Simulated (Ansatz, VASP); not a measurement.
Two plane-wave programs on Ge

File INCAR:

```
PREC     = Accurate       # precision mode
ENCUT    = 520            # plane-wave cutoff, eV
EDIFF    = 1E-6           # SCF threshold, eV
ISMEAR   = 0              # smearing method
SIGMA    = 0.1            # smearing width, eV
LREAL    = F              # projectors in reciprocal space
LASPH    = T              # aspherical terms in the spheres
NELM     = 60             # most SCF steps
ALGO     = Normal         # electronic algorithm
ISIF     = 2              # what is computed and relaxed
LWAVE    = F              # write WAVECAR
LCHARG   = T              # write CHGCAR
GGA      = PE             # functional
LELF     = T              # ELF
LVHAR    = T            
NBANDS   = 36             # bands
```

Contents of KPOINTS:

```
regular mesh
0
Gamma
  12 12 6
```

Contents of POSCAR:

```
Ge
1.0
    3.9003645554      0.0000000000      0.0000000000
   -1.9501822777      3.3778147890      0.0000000000
    0.0000000000      0.0000000000      6.6368624168
Ge
4
Direct
    0.6666666667      0.3333333333      0.0856306650
    0.3333333333      0.6666666667      0.5856306650
    0.6666666667      0.3333333333      0.4143693350
    0.3333333333      0.6666666667      0.9143693350
```

Input for Ansatz:

```yaml
crystal:
  lattice:
    - [3.9003645554, 0.0, 0.0]
    - [-1.9501822777, 3.377814789, 0.0]
    - [0.0, 0.0, 6.6368624168]
  atoms:
    - { symbol: Ge, position: [0.6666666667, 0.3333333333, 0.085630665] }
    - { symbol: Ge, position: [0.3333333333, 0.6666666667, 0.585630665] }
    - { symbol: Ge, position: [0.6666666667, 0.3333333333, 0.414369335] }
    - { symbol: Ge, position: [0.3333333333, 0.6666666667, 0.914369335] }
basis:
  ecutwfc: 420
kpoints:
  mp_grid: { grid: [12, 12, 6] }
hamiltonian:
  xc: pbe
scf:
  occupations: { method: gaussian, width: 0.1 }
output:
  forces: true
  stress: true
  eigenvalues: true
```

Alike in both runs: task single point; functional PBE; k mesh 12 × 12 × 6; occupations gaussian, width 0.1 eV; no spin polarisation.

|  | VASP | Ansatz |
| --- | --- | --- |
| version | VASP 6.6.1 | Ansatz 0.2.0 |
| potentials or method | VASP PAW PBE potentials, release 64 (Ge_d), cutoff 520 eV | scalar-relativistic, plane waves, PAW |
| valence electrons in the cell | 56 | 56 |

Ansatz gave:

```
gap on the k mesh at the Fermi level (eV)                     : none
pressure (GPa)                                                : 8.6
traceless stress, the component that is largest in VASP (GPa) : 13.06
rms of the force components (eV/Å)                            : 2.554
```

Task: Estimate VASP's values.

Result: gap on the k mesh at the Fermi level (eV): none; pressure (GPa): 8.5; traceless stress, the component that is largest in VASP (GPa): 12.99; rms of the force components (eV/Å): 2.552.

Atom by atom the forces differ by 0.002 eV/Å (rms over components). A gap of «none» marks a metal or a gap that the smearing closes.
